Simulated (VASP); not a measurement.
# SnO (P4/nmm) in VASP: further runs

SnO is run at these levels: r2SCAN, PBE, b88 exchange, pbe correlation; tasks: single point.

All numbers are computed with VASP 6.6.1; they aren't measurements. Logs are shortened: lines on timing, memory, paths and dates and some standing lists are left out, and cuts for length are marked.

### 1 The cell of the first run

Symmetry: P4/nmm, No. 129, tetragonal system. Conventional cell: a = 3.814 Å, b = 3.814 Å, c = 4.887 Å, α = 90.00°, β = 90.00°, γ = 90.00°. Sn (site symmetry 4mm) has 4 O at 2.23 Å within 2.9 Å. Within 2.9 Å of O (site symmetry -4m2) lie 4 Sn at 2.23 Å and 4 O at 2.70 Å.

### 2 Single point, r2SCAN

INCAR reads:

```
SYSTEM = SnO
METAGGA = R2SCAN
ISMEAR = 0
SIGMA = 0.03
LWAVE = .False.
LCHARG = .False.
ISIF = 2
PREC = Accurate
LASPH = .True.
LREAL = .False.
ALGO = Normal
EDIFF = 1E-7
NELM = 120
GGA_COMPAT = .False.
ENCUT = 840
EFERMI = MIDGAP
LMIXTAU = .True.
KPAR = 4
NBANDS = 44
```

KPOINTS reads:

```
Automatic mesh
0
Gamma
  11 11 9
  0 0 0
```

POSCAR reads:

```
SnO
1.0
    3.8136952200      0.0000000000      0.0000000000
    0.0000000000      3.8136952200      0.0000000000
    0.0000000000      0.0000000000      4.8869133000
Sn O
2 2
Direct
    0.5000000000      0.0000000000      0.7646261400
    0.0000000000      0.5000000000      0.2353738600
    0.0000000000      0.0000000000      0.0000000000
    0.5000000000      0.5000000000      0.0000000000
```

Potentials or basis: VASP PAW PBE potentials, release 64 (Sn_d, O).

On the command line:

```sh
$ cat potpaw_PBE.64/Sn_d/POTCAR potpaw_PBE.64/O/POTCAR > POTCAR
$ mpirun -np 4 vasp_std > vasp.out
```

OUTCAR:

```text
SYSTEM = SnO
   METAGGA = R2SCAN
   ISMEAR = 0
   ISIF = 2
   PREC = Accurate
   LASPH = .True.
   LREAL = .False.
   EDIFF = 1E-7
   NELM = 120
   ENCUT = 840
   EFERMI = MIDGAP

 ion  position               nearest neighbor table
   1  0.500  0.000  0.765-   3 2.23   4 2.23   4 2.23   3 2.23   2 3.54   2 3.54   2 3.54   2 3.54
                             2 3.74   2 3.74   2 3.74   2 3.74
   2  0.000  0.500  0.235-   3 2.23   4 2.23   3 2.23   4 2.23   1 3.54   1 3.54   1 3.54   1 3.54
                             1 3.74   1 3.74   1 3.74   1 3.74
   3  0.000  0.000  0.000-   1 2.23   2 2.23   2 2.23   1 2.23
   4  0.500  0.500  0.000-   1 2.23   2 2.23   1 2.23   2 2.23

  LATTYP: Found a simple tetragonal cell.
 ALAT       =     3.8136952200
 C/A-ratio  =     1.2814116016

  Lattice vectors:

 A1 = (   3.8136952200,   0.0000000000,   0.0000000000)
 A2 = (   0.0000000000,   3.8136952200,   0.0000000000)
 A3 = (   0.0000000000,   0.0000000000,   4.8869133000)

Analysis of symmetry for initial positions (statically):
=====================================================================
 Subroutine PRICEL returns:
 Original cell was already a primitive cell.

 Routine SETGRP: Setting up the symmetry group for a
 simple tetragonal supercell.

 Subroutine GETGRP returns: Found 16 space group operations
 (whereof  8 operations were pure point group operations)
 out of a pool of 16 trial point group operations.

The static configuration has the point symmetry D_2d.
 The point group associated with its full space group is D_4h.

Analysis of symmetry for dynamics (positions and initial velocities):
=====================================================================
 Subroutine PRICEL returns:
 Original cell was already a primitive cell.

 Routine SETGRP: Setting up the symmetry group for a
 simple tetragonal supercell.

 Subroutine GETGRP returns: Found 16 space group operations
 (whereof  8 operations were pure point group operations)
 out of a pool of 16 trial point group operations.

The dynamic configuration has the point symmetry D_2d.
 The point group associated with its full space group is D_4h.

 Subroutine INISYM returns: Found 16 space group operations
 (whereof  8 operations are pure point group operations),
 and found     1 'primitive' translations

----------------------------------------------------------------------------------------

                                     Primitive cell

  volume of cell :      71.0766

  direct lattice vectors                    reciprocal lattice vectors
     3.813695220  0.000000000  0.000000000     0.262212878  0.000000000  0.000000000
     0.000000000  3.813695220  0.000000000     0.000000000  0.262212878  0.000000000
     0.000000000  0.000000000  4.886913300     0.000000000  0.000000000  0.204628144

  length of vectors
     3.813695220  3.813695220  4.886913300     0.262212878  0.262212878  0.204628144

  position of ions in fractional coordinates (direct lattice)
     0.500000000  0.000000000  0.764626140
     0.000000000  0.500000000  0.235373860
     0.000000000  0.000000000  0.000000000
     0.500000000  0.500000000  0.000000000

  ion indices of the primitive-cell ions
   primitive index   ion index
                 1           1
                 2           2
                 3           3
                 4           4

----------------------------------------------------------------------------------------

 KPOINTS: Automatic mesh

Automatic generation of k-mesh.
 Grid dimensions read from file:
 generate k-points for:   11   11    9

 Generating k-lattice:

  Cartesian coordinates                     Fractional coordinates (reciprocal lattice)
     0.023837534  0.000000000  0.000000000     0.090909091  0.000000000  0.000000000
     0.000000000  0.023837534  0.000000000     0.000000000  0.090909091  0.000000000
     0.000000000  0.000000000  0.022736460     0.000000000  0.000000000  0.111111111

  Length of vectors
     0.023837534  0.023837534  0.022736460

  Shift w.r.t. Gamma in fractional coordinates (k-lattice)
     0.000000000  0.000000000  0.000000000

 Subroutine IBZKPT returns following result:
 ===========================================

 Found    105 irreducible k-points:

 Following reciprocal coordinates:
            Coordinates               Weight
  0.000000  0.000000  0.000000      1.000000
  0.090909  0.000000  0.000000      4.000000
  0.181818  0.000000  0.000000      4.000000
  0.272727  0.000000  0.000000      4.000000
  0.363636  0.000000  0.000000      4.000000
  0.454545  0.000000  0.000000      4.000000
[... 16 lines left out ...]
  0.090909  0.000000  0.111111      8.000000
  0.181818  0.000000  0.111111      8.000000
 [... further k-points ...]
   k-points           NKPTS =    105   k-points in BZ     NKDIM =    105   number of bands    NBANDS=     44
   number of dos      NEDOS =    301   number of ions     NIONS =      4
   total plane-waves  NPLWV =  62208
   dimension x,y,z NGX =    36 NGY =   36 NGZ =   48
   dimension x,y,z NGXF=    72 NGYF=   72 NGZF=   96
   ions per type =               2   2
   NGX,Y,Z   is equivalent  to a cutoff of  15.69, 15.69, 16.33 a.u.
   NGXF,Y,Z  is equivalent  to a cutoff of  31.39, 31.39, 32.66 a.u.
 SYSTEM =  SnO
   PREC   = accura    normal or accurate (medium, high low for compatibility)
   ISTART =      0    job   : 0-new  1-cont  2-samecut
   ICHARG =      2    charge: 1-file 2-atom 10-const
   ISPIN  =      1    spin polarized calculation?
   LNONCOLLINEAR =      F non collinear calculations
   LSORBIT =      F    spin-orbit coupling
   LASPH  =      T    aspherical Exc in radial PAW
   ENCUT  =  840.0 eV  61.74 Ry    7.86 a.u.   9.01  9.01 11.55*2*pi/ulx,y,z
   NELM   =    120;   NELMIN=  2; NELMDL= -5     # of ELM steps
   EDIFF  = 0.1E-06   stopping-criterion for ELM
   LREAL  =      F    real-space projection
   EDIFFG = 0.1E-05   stopping-criterion for IOM
   NSW    =      0    number of steps for IOM
   IBRION =     -1    ionic relax: 0-MD 1-quasi-New 2-CG
   NFREE  =      0    steps in history (QN), initial steepest desc. (CG)
   ISIF   =      2    stress and relaxation
   ISYM   =      2    0-nonsym 1-usesym 2-fastsym
   POTIM  = 0.5000    time-step for ionic-motion
   TEBEG  =    0.0;   TEEND  =   0.0 temperature during run

   SCALEE = 1.0000    scale energy and forces
   PSTRESS=    0.0 pullay stress
   NELECT =      40.0000    total number of electrons
   NUPDOWN=      -1.0000    fix difference up-down
   EMIN   =  10.00;   EMAX   =-10.00  energy-range for DOS
   EFERMI =   0.00;   METHOD = MIDGAP
   ISMEAR =     0;   SIGMA  =   0.03  broadening in eV -4-tet -1-fermi 0-gaus
   EFERMI_NEDOS =   21; number of points for ismear=-14 and -15
   IALGO  =     38    algorithm
   IMIX   =      4    mixing-type and parameters
     AMIX     =   0.40;   BMIX     =  1.00
     AMIX_MAG =   1.60;   BMIX_MAG =  1.00
  volume/ion in A,a.u.               =      17.77       119.91
  Fermi-wavevector in a.u.,A,eV,Ry     =   1.351614  2.554180 24.855939  1.826860
  Thomas-Fermi vector in A             =   2.479021
   LORBIT       =      0    0 simple, 1 ext, 2 COOP (PROOUT), +10 PAW based schemes
   METAGGA = R2SCAN    functional components
   LHFCALC =     F    Hartree Fock is set to
   AEXX    =    0.0000 exact exchange contribution
   IVDW    =     0    specifies the selected vdW correction
   LEPSILON=     F    determine dielectric tensor
   LRPA    =     F    only Hartree local field effects (RPA)

   CSHIFT  =0.1000    complex shift for real part using Kramers Kronig

   OMEGAMAX=  -1.0    maximum frequency
 non-spin polarized calculation
 Gauss-broadening in eV      SIGMA  =   0.03
  energy-cutoff  :      840.00
  volume of cell :       71.08
 maximum number of plane-waves:      3956
   NGX = 19   NGY = 19   NGZ = 23

 number of electron      39.9999997 magnetization

 Free energy of the ion-electron system (eV)
  ---------------------------------------------------
  ext. energy  EPLUGINS =         0.00000000
  ---------------------------------------------------
  free energy    TOTEN  =       -66.92217730 eV

  energy without entropy =      -66.92217730  energy(sigma->0) =      -66.92217730

 E-fermi :   7.1620     XC(G=0): -10.8457

 val. band max:        6.9717070772   @ k =   0.0000   0.0000   0.0000
 cond. band min:       7.3522712105   @ k =   0.4545   0.4545   0.0000
 fundamental gap:      0.3805641333
 Fermi energy:         7.1619891439

 k-point     1 :       0.0000    0.0000    0.0000
  band No.  band energies     occupation
      1     -15.9463      2.00000
      2     -15.3991      2.00000
      3     -15.3858      2.00000
      4     -15.3858      2.00000
      5     -15.3404      2.00000
      6     -15.3173      2.00000
[... 24 lines left out ...]
     31      22.8336      0.00000
     32      22.8336      0.00000

 k-point     2 :       0.0909    0.0000    0.0000
  band No.  band energies     occupation
      1     -15.9415      2.00000
      2     -15.3996      2.00000
      3     -15.3845      2.00000
      4     -15.3838      2.00000
      5     -15.3510      2.00000
      6     -15.3412      2.00000
[... 24 lines left out ...]
     31      21.6367      0.00000
     32      22.5350      0.00000

 k-point     3 :       0.1818    0.0000    0.0000
  band No.  band energies     occupation
      1     -15.9278      2.00000
      2     -15.4778      2.00000
      3     -15.3802      2.00000
      4     -15.3782      2.00000
      5     -15.3739      2.00000
      6     -15.3433      2.00000
[... 24 lines left out ...]
     31      20.5845      0.00000
     32      22.1195      0.00000

 k-point     4 :       0.2727    0.0000    0.0000
  band No.  band energies     occupation
      1     -15.9059      2.00000
      2     -15.5926      2.00000
      3     -15.3731      2.00000
      4     -15.3702      2.00000
      5     -15.3620      2.00000
      6     -15.3460      2.00000
[... 654 lines left out ...]
     31      22.6511      0.00000
     32      22.6511      0.00000

 k-point    23 :       0.0909    0.0000    0.1111
  band No.  band energies     occupation
      1     -15.9400      2.00000
      2     -15.4023      2.00000
      3     -15.3824      2.00000
      4     -15.3816      2.00000
      5     -15.3528      2.00000
      6     -15.3396      2.00000
[... 24 lines left out ...]
     31      21.6465      0.00000
     32      22.1657      0.00000

 k-point    24 :       0.1818    0.0000    0.1111
  band No.  band energies     occupation
      1     -15.9267      2.00000
      2     -15.4821      2.00000
      3     -15.3779      2.00000
      4     -15.3771      2.00000
      5     -15.3744      2.00000
      6     -15.3411      2.00000
[... 24 lines left out ...]
     31      20.6405      0.00000
     32      21.5309      0.00000

 [... further k-points ...]

 [bands above 32 left out]

------------------------ aborting loop because EDIFF is reached ----------------------------------------

  FORCE on cell =-STRESS in cart. coord.  units (eV):
  Direction    XX          YY          ZZ          XY          YZ          ZX
  --------------------------------------------------------------------------------------
  -------------------------------------------------------------------------------------
  Total        0.0666548      0.0666548      0.1189896      0.0000000      0.0000000      0.0000000
  in kB        1.5025040      1.5025040      2.6822123      0.0000000      0.0000000      0.0000000
  external PRESSURE =       1.8957401 kB  Pullay stress =       0.0000000 kB

 VOLUME and BASIS-vectors are now :
 -----------------------------------------------------------------------------
  energy-cutoff  :      840.00
  volume of cell :       71.08
      direct lattice vectors                 reciprocal lattice vectors
     3.813695220  0.000000000  0.000000000     0.262212878  0.000000000  0.000000000
     0.000000000  3.813695220  0.000000000     0.000000000  0.262212878  0.000000000
     0.000000000  0.000000000  4.886913300     0.000000000  0.000000000  0.204628144

 POSITION                                       TOTAL-FORCE (eV/Angst)
 -----------------------------------------------------------------------------------
      1.90685      0.00000      3.73666        -0.000000      0.000000     -0.002417
      0.00000      1.90685      1.15025         0.000000      0.000000      0.002417
      0.00000      0.00000      0.00000        -0.000000     -0.000000      0.000000
      1.90685      1.90685      0.00000        -0.000000      0.000000      0.000000
 -----------------------------------------------------------------------------------
    total drift:                                0.000000      0.000000      0.000000

  FREE ENERGIE OF THE ION-ELECTRON SYSTEM (eV)
  ---------------------------------------------------
  free  energy   TOTEN  =       -66.9221772990 eV

  energy  without entropy=      -66.9221772990  energy(sigma->0) =      -66.92217730
```

Wall time 4.8 min (4 MPI ranks of Intel Xeon 6975P-C (Granite Rapids), shared host); peak memory 0.6 GiB.

Results:

```yaml
Free_energy: -66.9222 eV
Pressure: 0.2 GPa
Band_gap_on_the_k_mesh: 0.38 eV (least direct gap 2.33 eV)
```

Forces in eV/Å, atoms in the order of the input:
```
Sn   0.000  0.000 -0.002
Sn   0.000  0.000  0.002
O    0.000  0.000  0.000
O    0.000  0.000  0.000
```

Stress tensor (GPa, compression positive):
```
0.15 0.00 0.00
0.00 0.15 0.00
0.00 0.00 0.27
```

Caveat: the PAW data sets were made with another functional, which shifts forces and pressure a little; spin-orbit coupling is left out, which moves the levels of the heavy elements; an odd mesh through Γ misses points on the zone boundary, where band edges can lie.

### 3 Single point, PBE

INCAR reads:

```
PREC     = Accurate       # precision mode
ENCUT    = 520            # plane-wave cutoff, eV
EDIFF    = 1E-7           # SCF threshold, eV
ISMEAR   = -1             # smearing method
SIGMA    = 0.05           # smearing width, eV
LREAL    = F              # projectors in reciprocal space
LASPH    = T              # aspherical terms in the spheres
NELM     = 60             # most SCF steps
ALGO     = Normal         # electronic algorithm
ISIF     = 2              # what is computed and relaxed
LWAVE    = F              # write WAVECAR
LCHARG   = F              # write CHGCAR
GGA      = PE             # functional
NBANDS   = 28             # bands
```

KPOINTS reads:

```
Automatic mesh
0
Gamma
  12 12 10
```

POSCAR is that of step 2.

Potentials or basis: VASP PAW PBE potentials, release 64 (Sn_d, O).

On the command line:

```sh
$ cat potpaw_PBE.64/Sn_d/POTCAR potpaw_PBE.64/O/POTCAR > POTCAR
$ mpirun -np 1 vasp_std > vasp.out
```

It took 3.9 min on 1 thread of AMD EPYC 7R43 (Zen 3), shared host; peak memory 0.33 GiB.

Results (log left out):

```yaml
Free_energy: -22.6853 eV
Pressure: 3.8 GPa
Largest_force: 0.459 eV/Å
Band_gap_on_the_k_mesh: 0.15 eV (least direct gap 2.01 eV)
```

Forces in eV/Å, atoms in the order of the input:
```
Sn   0.000  0.000 -0.459
Sn   0.000  0.000  0.459
O    0.000  0.000  0.000
O    0.000  0.000  0.000
```

Stress tensor (GPa, compression positive):
```
4.13 0.00 0.00
0.00 4.13 0.00
0.00 0.00 3.23
```

Levels at points of the mesh, in eV from the valence-band top:
```csv
k point,band 18,band 19,band 20,band 21,band 22,band 23
"(0.00, 0.00, 0.00)",-3.18,-3.18,0.00,2.04,4.26,4.73
"(0.50, 0.00, 0.00)",-4.84,-2.67,-2.67,3.14,3.14,5.91
"(0.50, 0.50, 0.00)",-2.52,-1.88,-1.88,0.15,0.15,4.47
"(0.00, 0.00, 0.50)",-3.20,-3.20,-2.21,1.68,3.03,3.03
"(0.50, 0.00, 0.50)",-4.81,-1.73,-1.73,2.53,2.53,5.46
"(0.50, 0.50, 0.50)",-2.63,-2.52,-2.52,2.38,2.38,3.96
```

Caveat: the cell stands under pressure; spin-orbit coupling is left out, which moves the levels of the heavy elements.

### 4 Single point, b88 exchange, pbe correlation

INCAR reads:

```
SYSTEM = SnO
PREC = Accurate
ENCUT = 600
EDIFF = 1E-6
ISMEAR = -1
SIGMA = 0.05
LREAL = .FALSE.
LASPH = .TRUE.
NELM = 120
ALGO = Normal
ISIF = 2
LWAVE = .FALSE.
LCHARG = .TRUE.
GGA = LIBXC
LIBXC1 = GGA_X_B88
LIBXC2 = GGA_C_PBE
LELF = .TRUE.
LVHAR = .TRUE.
NBANDS = 28
GGA_COMPAT = .FALSE.
```

KPOINTS reads:

```
regular mesh
0
G
  7 7 6
  0 0 0
```

POSCAR is that of step 3.

On the command line:

```sh
$ cat potpaw_PBE.64/Sn_d/POTCAR potpaw_PBE.64/O/POTCAR > POTCAR
$ mpirun -np 1 vasp_std > vasp.out
```

Wall time 50 s (1 thread of AMD EPYC 9R45 (Zen 5), shared host); peak memory 0.2 GiB.

It converged, with:

* Free energy: -22.1593 eV
* Pressure: 3.5 GPa
* Largest force: 0.418 eV/Å
* Band gap on the k mesh: 0.40 eV (least direct gap 2.06 eV)

Forces on the atoms (eV/Å):
```
Sn   0.000  0.000 -0.418
Sn   0.000  0.000  0.418
O    0.000  0.000  0.000
O    0.000  0.000  0.000
```

Stress tensor (GPa, compression positive):
```
3.75 0.00 0.00
0.00 3.75 0.00
0.00 0.00 2.90
```

Levels at points of the mesh, in eV from the valence-band top:
```csv
k point,band 16,band 17,band 18,band 19,band 20,band 21,band 22,band 23,band 24,band 25
"(0.00, 0.00, 0.00)",-6.24,-3.46,-3.17,-3.17,0.00,2.06,4.28,4.75,4.75,5.68
"(0.00, 0.00, 0.50)",-3.52,-3.20,-3.18,-3.18,-2.20,1.70,3.04,3.04,3.71,7.86
```

Caveat: the cell stands under pressure; the PAW data sets were made with another functional, which shifts forces and pressure a little; spin-orbit coupling is left out, which moves the levels of the heavy elements; an odd mesh through Γ misses points on the zone boundary, where band edges can lie.

### 5 Summary

```csv
level,k mesh,cutoff (eV),smearing,tolerance level,purpose,dipole correction,gap on the mesh (eV),pressure (GPa),largest force (eV/Å)
r2SCAN,11 × 11 × 9,840,gaussian 0.03 eV,standard,levels,-,0.38,0.2,-
PBE,12 × 12 × 10,520,fermi-dirac 0.05 eV,-,-,no,0.15,3.8,0.46
"b88 exchange, pbe correlation",7 × 7 × 6,600,fermi-dirac 0.05 eV,-,-,no,0.40,3.5,0.42
```

Alike in all rows: task single point; potentials or basis VASP PAW PBE potentials, release 64 (Sn_d, O); no spin polarisation; cell as given.

On the cell as given the gap runs from 0.15 eV (PBE) to 0.40 eV (b88 exchange, pbe correlation); the meshes differ, which moves gaps too. The pressure there spans 0.2 GPa (r2SCAN) to 3.8 GPa (PBE); a positive pressure means that this level wants a larger cell, a negative one a smaller.

Caveats: spin-orbit coupling is left out, which moves the levels of the heavy elements; the PAW data sets were made with another functional, which shifts forces and pressure a little (at least some runs); an odd mesh through Γ misses points on the zone boundary, where band edges can lie (at least some runs); the cell stands under pressure (at least some runs).

Absolute energies hang on the potentials; compare differences alone.
